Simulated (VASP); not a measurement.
# MgO (P-6m2) in VASP: single point with LDA

Aim: the single point of MgO with LDA.

Everything below comes from runs of VASP 6.6.1. Logs are shortened: lines on timing, memory, paths and dates and some standing lists are left out, and cuts for length are marked.

## Step 1: The cell of the first run

Symmetry: P-6m2, No. 187, hexagonal system. The conventional cell has a = 2.938 Å, b = 2.938 Å, c = 2.680 Å, α = 90.00°, β = 90.00°, γ = 120.00°. Within 2.9 Å of Mg (site symmetry -6m2) lie 6 O at 2.16 Å and 2 Mg at 2.68 Å. Within 2.9 Å of O (site symmetry -6m2) lie 6 Mg at 2.16 Å and 2 O at 2.68 Å.

## Step 2: Single point, LDA

INCAR reads:

```
SYSTEM = MgO
ALGO = Normal
EDIFF = 1E-6
ENCUT = 520
ISIF = 2
ISMEAR = 0
LASPH = .True.
LCHARG = .False.
LREAL = .False.
LWAVE = .False.
NBANDS = 11
NELM = 100
PREC = Accurate
SIGMA = 0.01
```

KPOINTS reads:

```
k-points
0
Gamma
  7 7 6
  0 0 0
```

POSCAR reads:

```
MgO
1.0
    2.9380210000      0.0000000000      0.0000000000
   -1.4690100000      2.5444010000      0.0000000000
    0.0000000000      0.0000000000      2.6796800000
Mg O
1 1
Direct
    0.0000000000      0.0000000000      0.0000000000
    0.3333330000      0.6666670000      0.5000000000
```

Potentials or basis: VASP PAW LDA potentials, release 64 (Mg, O).

Launch:

```bash
$ cat potpaw_LDA.64/Mg/POTCAR potpaw_LDA.64/O/POTCAR > POTCAR
$ mpirun -np 1 vasp_std > vasp.out
```

OUTCAR:

```text
SYSTEM = MgO
   EDIFF = 1E-6
   ENCUT = 520
   ISIF = 2
   ISMEAR = 0
   LASPH = .True.
   LREAL = .False.
   NELM = 100
   PREC = Accurate

 ion  position               nearest neighbor table
   1  0.000  0.000  0.000-   2 2.16   2 2.16   2 2.16   2 2.16   2 2.16   2 2.16
   2  0.333  0.667  0.500-   1 2.16   1 2.16   1 2.16   1 2.16   1 2.16   1 2.16

  LATTYP: Found a hexagonal cell.
 ALAT       =     2.9380210000
 C/A-ratio  =     0.9120697231

  Lattice vectors:

 A1 = (   2.9380210000,   0.0000000000,   0.0000000000)
 A2 = (  -1.4690100000,   2.5444010000,   0.0000000000)
 A3 = (   0.0000000000,   0.0000000000,   2.6796800000)

Analysis of symmetry for initial positions (statically):
=====================================================================
 Subroutine PRICEL returns:
 Original cell was already a primitive cell.

 Routine SETGRP: Setting up the symmetry group for a
 hexagonal supercell.

 Subroutine GETGRP returns: Found 12 space group operations
 (whereof 12 operations were pure point group operations)
 out of a pool of 24 trial point group operations.

The static configuration has the point symmetry D_3h.

Analysis of symmetry for dynamics (positions and initial velocities):
=====================================================================
 Subroutine PRICEL returns:
 Original cell was already a primitive cell.

 Routine SETGRP: Setting up the symmetry group for a
 hexagonal supercell.

 Subroutine GETGRP returns: Found 12 space group operations
 (whereof 12 operations were pure point group operations)
 out of a pool of 24 trial point group operations.

The dynamic configuration has the point symmetry D_3h.

 Subroutine INISYM returns: Found 12 space group operations
 (whereof 12 operations are pure point group operations),
 and found     1 'primitive' translations

----------------------------------------------------------------------------------------

                                     Primitive cell

  volume of cell :      20.0320

  direct lattice vectors                    reciprocal lattice vectors
     2.938021000  0.000000000  0.000000000     0.340365164  0.196509839  0.000000000
    -1.469010000  2.544401000  0.000000000     0.000000000  0.393019811  0.000000000
     0.000000000  0.000000000  2.679680000     0.000000000  0.000000000  0.373178887

  length of vectors
     2.938021000  2.938020903  2.679680000     0.393019798  0.393019811  0.373178887

  position of ions in fractional coordinates (direct lattice)
     0.000000000  0.000000000  0.000000000
     0.333333000  0.666667000  0.500000000

  ion indices of the primitive-cell ions
   primitive index   ion index
                 1           1
                 2           2

----------------------------------------------------------------------------------------

 KPOINTS: k-points

Automatic generation of k-mesh.
 Grid dimensions read from file:
 generate k-points for:    7    7    6

 Generating k-lattice:

  Cartesian coordinates                     Fractional coordinates (reciprocal lattice)
     0.048623595  0.028072834  0.000000000     0.142857143  0.000000000  0.000000000
     0.000000000  0.056145687  0.000000000     0.000000000  0.142857143  0.000000000
     0.000000000  0.000000000  0.062196481     0.000000000  0.000000000  0.166666667

  Length of vectors
     0.056145685  0.056145687  0.062196481

  Shift w.r.t. Gamma in fractional coordinates (k-lattice)
     0.000000000  0.000000000  0.000000000

 Subroutine IBZKPT returns following result:
 ===========================================

 Found     32 irreducible k-points:

 Following reciprocal coordinates:
            Coordinates               Weight
  0.000000  0.000000  0.000000      1.000000
  0.142857  0.000000  0.000000      6.000000
  0.285714  0.000000  0.000000      6.000000
  0.428571  0.000000  0.000000      6.000000
  0.142857  0.142857  0.000000      6.000000
  0.285714  0.142857  0.000000     12.000000
[... 16 lines left out ...]
  0.428571  0.142857  0.333333     12.000000
  0.285714  0.285714  0.333333     12.000000
 [... further k-points ...]
   k-points           NKPTS =     32   k-points in BZ     NKDIM =     32   number of bands    NBANDS=     11
   number of dos      NEDOS =    301   number of ions     NIONS =      2
   total plane-waves  NPLWV =  11520
   dimension x,y,z NGX =    24 NGY =   24 NGZ =   20
   dimension x,y,z NGXF=    48 NGYF=   48 NGZF=   40
   ions per type =               1   1
   NGX,Y,Z   is equivalent  to a cutoff of  13.58, 13.58, 12.41 a.u.
   NGXF,Y,Z  is equivalent  to a cutoff of  27.16, 27.16, 24.82 a.u.
 SYSTEM =  MgO
   PREC   = accura    normal or accurate (medium, high low for compatibility)
   ISTART =      0    job   : 0-new  1-cont  2-samecut
   ICHARG =      2    charge: 1-file 2-atom 10-const
   ISPIN  =      1    spin polarized calculation?
   LNONCOLLINEAR =      F non collinear calculations
   LSORBIT =      F    spin-orbit coupling
   LASPH  =      T    aspherical Exc in radial PAW
   ENCUT  =  520.0 eV  38.22 Ry    6.18 a.u.   5.46  5.46  4.98*2*pi/ulx,y,z
   NELM   =    100;   NELMIN=  2; NELMDL= -5     # of ELM steps
   EDIFF  = 0.1E-05   stopping-criterion for ELM
   LREAL  =      F    real-space projection
   EDIFFG = 0.1E-04   stopping-criterion for IOM
   NSW    =      0    number of steps for IOM
   IBRION =     -1    ionic relax: 0-MD 1-quasi-New 2-CG
   NFREE  =      0    steps in history (QN), initial steepest desc. (CG)
   ISIF   =      2    stress and relaxation
   ISYM   =      2    0-nonsym 1-usesym 2-fastsym
   POTIM  = 0.5000    time-step for ionic-motion
   TEBEG  =    0.0;   TEEND  =   0.0 temperature during run
   PSTRESS=    0.0 pullay stress
   NELECT =       8.0000    total number of electrons
   NUPDOWN=      -1.0000    fix difference up-down
   EMIN   =  10.00;   EMAX   =-10.00  energy-range for DOS
   EFERMI =   0.00;   METHOD = LEGACY
   ISMEAR =     0;   SIGMA  =   0.01  broadening in eV -4-tet -1-fermi 0-gaus
   EFERMI_NEDOS =   21; number of points for ismear=-14 and -15
   IALGO  =     38    algorithm
   IMIX   =      4    mixing-type and parameters
     AMIX     =   0.40;   BMIX     =  1.00
     AMIX_MAG =   1.60;   BMIX_MAG =  1.00
  volume/ion in A,a.u.               =      10.02        67.59
  Fermi-wavevector in a.u.,A,eV,Ry     =   1.205583  2.278221 19.775113  1.453430
  Thomas-Fermi vector in A             =   2.341275
   LORBIT       =      0    0 simple, 1 ext, 2 COOP (PROOUT), +10 PAW based schemes
   GGA     = CA    functional components
   LHFCALC =     F    Hartree Fock is set to
   AEXX    =    0.0000 exact exchange contribution
   IVDW    =     0    specifies the selected vdW correction
   LEPSILON=     F    determine dielectric tensor
   LRPA    =     F    only Hartree local field effects (RPA)
 non-spin polarized calculation
 Gauss-broadening in eV      SIGMA  =   0.01
  energy-cutoff  :      520.00
  volume of cell :       20.03
 maximum number of plane-waves:       562
 NGX is ok and might be reduce to    24
   NGX = 11   NGY = 11   NGZ =  9

 number of electron       7.9999996 magnetization

 Free energy of the ion-electron system (eV)
  ---------------------------------------------------
  ext. energy  EPLUGINS =         0.00000000
  ---------------------------------------------------
  free energy    TOTEN  =       -12.67498340 eV

  energy without entropy =      -12.67498340  energy(sigma->0) =      -12.67498340

 E-fermi :   3.0337     XC(G=0): -11.2315

 val. band max:        2.9749110276   @ k =   0.2857   0.2857   0.0000
 cond. band min:       5.9335391911   @ k =   0.0000   0.0000   0.0000
 fundamental gap:      2.9586281636
 Fermi energy:         3.0336674909

 k-point     1 :       0.0000    0.0000    0.0000
  band No.  band energies     occupation
      1     -14.1733      2.00000
      2       2.3843      2.00000
      3       2.3843      2.00000
      4       2.5815      2.00000
      5       5.9335      0.00000
      6      14.6163      0.00000
      7      18.2820      0.00000
      8      18.2820      0.00000
      9      22.6217      0.00000
     10      23.5517      0.00000
     11      25.1491      0.00000

 k-point     2 :       0.1429    0.0000    0.0000
  band No.  band energies     occupation
      1     -13.9918      2.00000
      2       1.1878      2.00000
      3       2.2363      2.00000
      4       2.6457      2.00000
      5       7.0447      0.00000
      6      14.5298      0.00000
      7      16.8816      0.00000
      8      18.7783      0.00000
      9      23.2197      0.00000
     10      23.8311      0.00000
     11      25.5163      0.00000

 k-point     3 :       0.2857    0.0000    0.0000
  band No.  band energies     occupation
      1     -13.5483      2.00000
      2      -0.6207      2.00000
      3       1.9250      2.00000
      4       2.7955      2.00000
      5       8.6137      0.00000
      6      13.4946      0.00000
      7      16.5566      0.00000
      8      19.7745      0.00000
      9      22.4010      0.00000
     10      23.5249      0.00000
     11      26.9759      0.00000

 k-point     4 :       0.4286    0.0000    0.0000
  band No.  band energies     occupation
      1     -13.1474      2.00000
      2      -1.7991      2.00000
      3       1.6937      2.00000
      4       2.9216      2.00000
      5       9.3681      0.00000
      6      13.2561      0.00000
      7      16.0482      0.00000
      8      20.3990      0.00000
      9      21.6945      0.00000
     10      24.4201      0.00000
     11      27.6700      0.00000
[... 239 lines left out ...]
 k-point    22 :       0.2857    0.1429    0.3333
  band No.  band energies     occupation
      1     -12.6362      2.00000
      2      -0.4588      2.00000
      3       0.0342      2.00000
      4       1.6943      2.00000
      5       9.7661      0.00000
      6      14.0098      0.00000
      7      16.3911      0.00000
      8      17.9900      0.00000
      9      18.7207      0.00000
     10      24.2067      0.00000
     11      25.7202      0.00000

 k-point    23 :       0.4286    0.1429    0.3333
  band No.  band energies     occupation
      1     -12.4735      2.00000
      2      -0.6774      2.00000
      3       0.0838      2.00000
      4       1.4677      2.00000
      5       9.5553      0.00000
      6      13.6179      0.00000
      7      16.8186      0.00000
      8      17.7362      0.00000
      9      18.5716      0.00000
     10      24.8997      0.00000
     11      25.3027      0.00000

 k-point    24 :       0.2857    0.2857    0.3333
  band No.  band energies     occupation
      1     -12.4363      2.00000
      2      -0.2600      2.00000
      3       0.1695      2.00000
      4       0.6772      2.00000
      5       9.7898      0.00000
      6      13.9339      0.00000
      7      16.4872      0.00000
      8      17.5790      0.00000
      9      18.4093      0.00000
     10      24.1918      0.00000
     11      28.1563      0.00000

 [... further k-points ...]

------------------------ aborting loop because EDIFF is reached ----------------------------------------

  FORCE on cell =-STRESS in cart. coord.  units (eV):
  Direction    XX          YY          ZZ          XY          YZ          ZX
  --------------------------------------------------------------------------------------
  -------------------------------------------------------------------------------------
  Total       -1.3070984     -1.3070986     -1.5029982     -0.0000003     -0.0000000     -0.0000000
  in kB     -104.5431263   -104.5431409   -120.2113972     -0.0000205     -0.0000000     -0.0000000
  external PRESSURE =    -109.7658881 kB  Pullay stress =       0.0000000 kB

 VOLUME and BASIS-vectors are now :
 -----------------------------------------------------------------------------
  energy-cutoff  :      520.00
  volume of cell :       20.03
      direct lattice vectors                 reciprocal lattice vectors
     2.938021000  0.000000000  0.000000000     0.340365164  0.196509839  0.000000000
    -1.469010000  2.544401000  0.000000000     0.000000000  0.393019811  0.000000000
     0.000000000  0.000000000  2.679680000     0.000000000  0.000000000  0.373178887

 POSITION                                       TOTAL-FORCE (eV/Angst)
 -----------------------------------------------------------------------------------
      0.00000      0.00000      0.00000         0.000000     -0.000000      0.000000
     -0.00000      1.69627      1.33984        -0.000000      0.000000      0.000000
 -----------------------------------------------------------------------------------
    total drift:                                0.001820     -0.001049      0.000000

  FREE ENERGIE OF THE ION-ELECTRON SYSTEM (eV)
  ---------------------------------------------------
  free  energy   TOTEN  =       -12.6749834027 eV

  energy  without entropy=      -12.6749834027  energy(sigma->0) =      -12.67498340
```

Run time: 12 s. Hardware: 1 thread of AMD EPYC 7R13, shared host; peak memory 0.1 GiB.

Results:

| Property | Result |
| --- | --- |
| Free energy | -12.6750 eV |
| Pressure | -11.0 GPa |
| Band gap on the k mesh | 2.96 eV, indirect (least direct gap 3.35 eV) |

A k mesh can miss the band edges. A hybrid or GW would open this gap; LDA tends to underestimate it.
